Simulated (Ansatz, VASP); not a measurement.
**ZnTe3O in VASP and in Ansatz**

```xyz
5
Lattice="3.2524 -5.5915 0.0000 3.2524 5.5915 0.0000 0.0000 0.0000 3.4548" Properties=species:S:1:pos:R:3 pbc="T T T"
Zn    0.0000    0.0000    0.0000
Te    1.6262    2.7957    1.7274
Te    1.6262   -2.7957    1.7274
Te    3.2524    0.0000    1.7274
O     0.0000    0.0000    1.7274
```

Alike in both runs: task relaxation of cell and atoms; functional PBE; k mesh 4 × 4 × 6; occupations gaussian, width 0.1 eV; no spin polarisation.

```csv
,VASP,Ansatz
version,VASP 6.6.1,Ansatz 0.2.0
potentials or method,"VASP PAW PBE potentials, release 64 (Zn, Te, O), cutoff 600 eV","scalar-relativistic, plane waves, PAW"
valence electrons in the cell,36,66
```

```csv
,VASP,Ansatz,Ansatz less VASP
"gap on the k mesh at the Fermi level, each at its own relaxed structure (eV)",none,none,-
relaxed volume (Å³/atom),24.83,24.88,+0.050
relaxed length of the cell vector where the two differ most in proportion (Å),3.551,3.532,-0.0189
```

A gap of «none» marks a metal or a gap that the smearing closes. VASP's potentials hold 36 valence electrons a cell and Ansatz's 66, so a difference there can come from the potentials and not from the codes.

Spin-orbit coupling is off throughout.
